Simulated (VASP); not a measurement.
A run of VASP 6.6.1:

File INCAR:

```
SYSTEM = CdSe
ALGO     = Normal         ! electronic algorithm
EDIFF    = 1E-6           ! SCF threshold, eV
ENCUT    = 500            ! plane-wave cutoff, eV
GGA      = PE             ! functional
GGA_COMPAT= .False.      
ISIF     = 2              ! what is computed and relaxed
ISMEAR   = 0              ! smearing method
LASPH    = .True.         ! aspherical terms in the spheres
LCHARG   = .False.        ! write CHGCAR
LREAL    = .False.        ! projectors in reciprocal space
LWAVE    = .False.        ! write WAVECAR
NBANDS   = 26             ! bands
NELM     = 120            ! most SCF steps
PREC     = Accurate       ! precision mode
SIGMA    = 0.05           ! smearing width, eV
```

Contents of KPOINTS:

```
k-points
0
Gamma
  9 9 4
  0 0 0
```

The input POSCAR:

```
CdSe
1.0
    4.2984999142      0.0000000000      0.0000000000
   -2.1492499571      3.7226101239      0.0000000000
    0.0000000000      0.0000000000      7.0152000000
Cd Se
2 2
Direct
    0.6666666667      0.3333333333      0.0000000000
    0.3333333333      0.6666666667      0.5000000000
    0.6666666667      0.3333333333      0.3785636903
    0.3333333333      0.6666666667      0.8785636903
```

Potentials or basis: VASP PAW PBE potentials, release 64 (Cd, Se).

Launch:

```bash
$ cat potpaw_PBE.64/Cd/POTCAR potpaw_PBE.64/Se/POTCAR > POTCAR
$ mpirun -np 1 vasp_std > vasp.out
```

Hardware: 1 thread of Intel Xeon 8259CL, on a shared host.

Task: Estimate the wall time of this run.

Result: It took 2 min on 1 thread of Intel Xeon 8259CL, with other jobs on the host, peak memory 0.27 GiB. Counts: scf iterations 14, k points 36.
